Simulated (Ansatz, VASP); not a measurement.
One calculation of Ta2Si, two programs

```
Ta Si
1.0
     6.16823    0.00000    0.00000
     0.00000    6.16823    0.00000
     0.00000    0.00000    4.99891
Ta Si
8 4
Direct
  0.33664 0.16336 0.50000
  0.83664 0.33664 0.50000
  0.16336 0.33664 0.00000
  0.66336 0.16336 0.00000
  0.83664 0.66336 0.00000
  0.33664 0.83664 0.00000
  0.66336 0.83664 0.50000
  0.16336 0.66336 0.50000
  0.00000 0.00000 0.25000
  0.00000 0.00000 0.75000
  0.50000 0.50000 0.75000
  0.50000 0.50000 0.25000
```

Change from the starting cell: strain along c alone, the other axes held, atoms relaxed: -1.0 %.

Alike in both runs: functional r2SCAN; k mesh 6 × 6 × 8; occupations gaussian, width 0.1 eV; no spin polarisation.

Ansatz relaxed the structure, and its values are those at the end. VASP's run is a single point on that final structure, the one shown.

```csv
,VASP,Ansatz
version,VASP 6.6.1,Ansatz 0.2.0
potentials or method,"VASP PAW PBE potentials, release 64 (Ta_pv, Si), cutoff 520 eV","scalar-relativistic, plane waves, PAW"
valence electrons in the cell,104,120
```

VASP gave:

```
gap on the k mesh at the Fermi level (eV) : none
pressure (GPa)                            : 2.8
```

Q: Which values does Ansatz return?

A: gap on the k mesh at the Fermi level (eV): none; pressure (GPa): 2.3.

VASP's potentials were made for PBE, not for r2SCAN. A gap of «none» marks a metal or a gap that the smearing closes. The functional is the same, so the differences come from potentials, cutoffs and numerics. VASP's potentials hold 104 valence electrons a cell and Ansatz's 120, so a difference there can come from the potentials and not from the codes. Ansatz's warnings: stress scf threshold loose.

Spin-orbit coupling is off throughout.
